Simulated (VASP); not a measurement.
Crystal: Sb3S2.

```
Sb S
1.0
     3.13294    1.80881    4.90639
    -3.13294    1.80881    4.90639
     0.00000   -3.61761    4.90639
Sb S
3 2
Cartesian
  -1.3397 0.7735 6.3893
  0.0000 -1.5470 6.3893
  1.3397 0.7735 6.3893
  0.0000 0.0000 4.4041
  0.0000 0.0000 14.2246
```

| Property | Result |
| --- | --- |
| Program | VASP 6.6.1 |
| Task | relaxation of cell and atoms |
| Functional | PBE |
| Potentials or basis | VASP PAW PBE potentials, release 64 (Sb, S) |
| Cutoff | 600 eV |
| k mesh | 3 × 3 × 3 |
| Occupations | gaussian, width 0.1 eV |
| Spin | no spin polarisation |

At the start: pressure 6.6 GPa; volume 33.36 Å³/atom.

Where does the relaxation end?

Over 21 steps the energy falls by 249.1 meV/atom and the volume is 32.88 Å³/atom (-1.5 %); space group R3m (No. 160, to 0.05 Å).

Step by step:
| step | energy change (eV) | largest force (eV/Å) | pressure (GPa) | volume (Å³) |
| --- | --- | --- | --- | --- |
| 1 | 0.0000 | 4.1676 | 6.64 | 166.82 |
| 2 | -0.5066 | 1.3995 | -5.33 | 202.09 |
| 3 | -0.9530 | 0.9371 | -2.03 | 184.11 |
| 4 | -0.9541 | 0.9229 | -1.88 | 183.62 |
| 5 | -0.9543 | 0.9111 | -1.76 | 183.21 |
| 6 | -1.1008 | 0.4310 | -0.13 | 175.65 |
| 7 | -1.1067 | 0.5725 | 0.36 | 173.89 |
| 8 | -1.1432 | 0.3454 | -0.11 | 173.67 |
| 9 | -1.1641 | 0.2335 | -0.46 | 173.40 |
| 10 | -1.1665 | 0.3142 | -0.54 | 173.28 |
| 11 | -1.1944 | 0.4169 | -0.05 | 169.46 |
| 12 | -1.2059 | 0.5438 | 0.66 | 165.26 |
| 13 | -1.2195 | 0.2346 | 0.16 | 165.20 |
| 14 | -1.2199 | 0.2555 | 0.07 | 165.19 |
| 15 | -1.2269 | 0.2236 | -0.04 | 165.44 |
| 16 | -1.2392 | 0.1220 | -0.32 | 166.21 |
| 17 | -1.2406 | 0.0767 | -0.42 | 166.54 |
| 18 | -1.2429 | 0.1497 | 0.30 | 164.16 |
| 19 | -1.2436 | 0.0938 | 0.05 | 164.95 |
| 20 | -1.2452 | 0.0422 | 0.06 | 164.63 |
| 21 | -1.2455 | 0.0242 | 0.07 | 164.38 |

Final structure:
```
Sb S
1.0
     3.18817    1.84069    4.66843
    -3.18817    1.84069    4.66843
     0.00000   -3.68138    4.66843
Sb S
3 2
Direct
  0.26484 0.77955 0.26483
  0.26484 0.26484 0.77955
  0.77955 0.26484 0.26483
  0.29551 0.29551 0.29551
  0.96311 0.96311 0.96311
```

Caveat: the k points lie up to 0.41 Å⁻¹ apart in the final cell.
